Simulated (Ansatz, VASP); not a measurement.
# One calculation of NaFeN, two programs

```
Na Fe N
1.0
     2.91314    0.00000    0.00000
    -1.45657    2.52285    0.00000
     0.00000    0.00000    9.53404
Na Fe N
2 2 2
Direct
  0.66667 0.33333 0.76081
  0.33333 0.66667 0.26081
  0.00000 0.00000 0.51824
  0.00000 0.00000 0.01824
  0.33333 0.66667 0.56559
  0.66667 0.33333 0.06559
```

Alike in both runs: task single point; functional r2SCAN; k mesh 9 × 9 × 2; no spin polarisation.

```csv
,VASP,Ansatz
version,VASP 6.6.1,Ansatz 0.2.0
potentials or method,"VASP PAW PBE potentials, release 64 (Na_pv, Fe, N)","plane waves, PAW"
plane-wave cutoff (eV),520,500
occupations,"gaussian, width 0.01 eV",fixed
valence electrons in the cell,40,60
```

Ansatz gave:

```
gap on the k mesh at the Fermi level (eV)                     : 0.64
pressure (GPa)                                                : 9.9
traceless stress, the component that is largest in VASP (GPa) : -4.50
rms of the force components (eV/Å)                            : 0.282
```

Problem. Which values does VASP return?

Solution. gap on the k mesh at the Fermi level (eV): 0.62; pressure (GPa): 11.9; traceless stress, the component that is largest in VASP (GPa): -6.40; rms of the force components (eV/Å): 0.380.

VASP's potentials were made for PBE, not for r2SCAN. Atom by atom the forces differ by 0.100 eV/Å (rms over components). VASP's potentials hold 40 valence electrons a cell and Ansatz's 60, so a difference there can come from the potentials and not from the codes.
